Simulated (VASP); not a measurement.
Wanted: the native input for a VASP 6.6.1 run.

```
Task                   : single point
Functional             : PBE
Potentials or basis    : VASP PAW PBE potentials, release 64 (Co, Si)
Cutoff                 : 520 eV
k mesh                 : 11 × 11 × 11
Occupations            : fermi-dirac, width 0.08 eV
Spin                   : no spin polarisation
Dipole correction      : no
Further INCAR settings : ALGO = Normal; EDIFF = 1e-06; NBANDS = 16
```

The structure of CoSi2 (fluorite type) lies in POSCAR:

```
CoSi2
1.0
    0.0000000000      2.5872002494      2.5872002494
    2.5872002494      0.0000000000      2.5872002494
    2.5872002494      2.5872002494      0.0000000000
Co Si
1 2
Direct
    0.0000000000      0.0000000000      0.0000000000
    0.2500000000      0.2500000000      0.2500000000
    0.7500000000      0.7500000000      0.7500000000
```

One way to write it, as run:

INCAR

```
SYSTEM = CoSi2
PREC = Accurate ; ENCUT = 520
EDIFF = 1E-6 ; ISMEAR = -1
SIGMA = 0.08 ; LREAL = .False.
LASPH = .True. ; NELM = 100
ALGO = Normal ; ISIF = 2
LWAVE = .False. ; LCHARG = .True.
GGA = PE ; LELF = .True.
LVHAR = .True. ; NBANDS = 16
```

KPOINTS

```
regular mesh
0
Gamma
  11 11 11
  0 0 0
```

Potentials or basis: VASP PAW PBE potentials, release 64 (Co, Si).

The run is started by

```bash
$ cat potpaw_PBE.64/Co/POTCAR potpaw_PBE.64/Si/POTCAR > POTCAR
$ mpirun -np 1 vasp_std > vasp.out
```

Results of the run:

| Property | Result |
| --- | --- |
| Pressure | 23.8 GPa |

It took 15 s on 1 thread of Intel(R) Xeon(R) 6975P-C (Granite Rapids), with other jobs on the host, peak memory 0.17 GiB.
